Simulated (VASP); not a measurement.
Set up this calculation in VASP 6.6.1, as the native input.

```
Task                   : single point
Functional             : PBEsol
Potentials or basis    : VASP PAW PBE potentials, release 64 (Mg, O)
Cutoff                 : 520 eV
k mesh                 : 10 × 10 × 10
Occupations            : gaussian, width 0.05 eV
Spin                   : no spin polarisation
Dipole correction      : no
Further INCAR settings : ALGO = Normal; EDIFF = 1e-06; NBANDS = 11
```

The structure of MgO lies in POSCAR:

```
MgO
1.0
    0.0000000000      2.1071057202      2.1071057202
    2.1071057202      0.0000000000      2.1071057202
    2.1071057202      2.1071057202      0.0000000000
Mg O
1 1
Direct
    0.0415261556     -0.0415261556      0.0415261556
    0.5000000000      0.5000000000      0.5000000000
```

This cell differs from its parent crystal: all Mg atoms moved +0.175 Å, as atom 1 along Cartesian [0 1 0].

The input as run:

INCAR

```
SYSTEM = MgO
  PREC = Accurate
  ENCUT = 520
  EDIFF = 1E-6
  ISMEAR = 0
  SIGMA = 0.05
  LREAL = .FALSE.
  LASPH = .TRUE.
  NELM = 80
  ALGO = Normal
  ISIF = 2
  LWAVE = .FALSE.
  LCHARG = .TRUE.
  GGA = PS
  LELF = .TRUE.
  LVHAR = .TRUE.
  NBANDS = 11
```

KPOINTS

```
regular mesh
0
G
  10 10 10
  0 0 0
```

Potentials or basis: VASP PAW PBE potentials, release 64 (Mg, O).

Command:

```bash
$ cat potpaw_PBE.64/Mg/POTCAR potpaw_PBE.64/O/POTCAR > POTCAR
$ mpirun -np 1 vasp_std > vasp.out
```

It gave:

```
Pressure               : 2.7 GPa
Largest force          : 1.157 eV/Å
Band gap on the k mesh : 4.61 eV, direct
```

Caveat: the cell differs from its parent crystal (all Mg atoms moved +0.175 Å, as atom 1 along Cartesian [0 1 0]); the PAW data sets were made with another functional, which shifts forces and pressure a little.

It took 25 s on 1 thread of Intel Xeon 8259CL (shared host), peak memory 0.15 GiB.
